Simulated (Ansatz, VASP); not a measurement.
**GaP in VASP and in Ansatz**

```
CELL_PARAMETERS angstrom
0.00000 8.25768 -8.25768
8.25768 8.25768 0.00000
8.25768 0.00000 -8.25768
ATOMIC_POSITIONS crystal
Ga 0.66667 0.33333 0.33333
Ga 0.66667 0.66667 0.33333
Ga 0.66667 0.00000 0.33333
Ga 0.33333 0.33333 0.33333
Ga 0.33333 0.66667 0.33333
Ga 0.33333 0.00000 0.33333
Ga 0.00000 0.33333 0.33333
Ga 0.00000 0.66667 0.33333
Ga 0.00000 0.00000 0.33333
Ga 0.66667 0.33333 0.00000
Ga 0.66667 0.66667 0.00000
Ga 0.66667 0.00000 0.00000
Ga 0.33333 0.33333 0.00000
Ga 0.33333 0.66667 0.00000
Ga 0.33333 0.00000 0.00000
Ga 0.00000 0.33333 0.00000
Ga 0.00000 0.66667 0.00000
Ga 0.00000 0.00000 0.00000
Ga 0.66667 0.33333 0.66667
Ga 0.66667 0.66667 0.66667
Ga 0.66667 0.00000 0.66667
Ga 0.33333 0.33333 0.66667
Ga 0.33333 0.66667 0.66667
Ga 0.33333 0.00000 0.66667
Ga 0.00000 0.33333 0.66667
Ga 0.00000 0.66667 0.66667
Ga 0.00000 0.00000 0.66667
P 0.58333 0.25000 0.58333
P 0.58333 0.58333 0.58333
P 0.58333 0.91667 0.58333
P 0.25000 0.25000 0.58333
P 0.25000 0.58333 0.58333
P 0.25000 0.91667 0.58333
P 0.91667 0.25000 0.58333
P 0.91667 0.58333 0.58333
P 0.91667 0.91667 0.58333
P 0.58333 0.25000 0.25000
P 0.58333 0.58333 0.25000
P 0.58333 0.91667 0.25000
P 0.25000 0.25000 0.25000
P 0.25000 0.58333 0.25000
P 0.25000 0.91667 0.25000
P 0.91667 0.25000 0.25000
P 0.91667 0.58333 0.25000
P 0.91667 0.91667 0.25000
P 0.58333 0.25000 0.91667
P 0.58333 0.58333 0.91667
P 0.58333 0.91667 0.91667
P 0.25000 0.25000 0.91667
P 0.25000 0.58333 0.91667
P 0.25000 0.91667 0.91667
P 0.91667 0.25000 0.91667
P 0.91667 0.58333 0.91667
P 0.91667 0.91667 0.91667
```

Alike in both runs: task single point; functional PBE; k mesh 1 × 1 × 1; occupations gaussian, width 0.01 eV; no spin polarisation.

|  | VASP | Ansatz |
| --- | --- | --- |
| version | VASP 6.6.1 | Ansatz 0.2.0 |
| potentials or method | VASP PAW PBE potentials, release 64 (Ga_d, P), cutoff 520 eV | scalar-relativistic, plane waves, PAW |
| valence electrons in the cell | 486 | 486 |

VASP gave:

```
gap on the k mesh at the Fermi level (eV) : 1.55
least direct gap on the mesh (eV)         : 1.55
pressure (GPa)                            : 1.4
```

Q: What did Ansatz give for the same quantities?

A: gap on the k mesh at the Fermi level (eV): 1.56; least direct gap on the mesh (eV): 1.56; pressure (GPa): 1.4.

The k mesh is coarse, so the values compare programs but aren't converged.
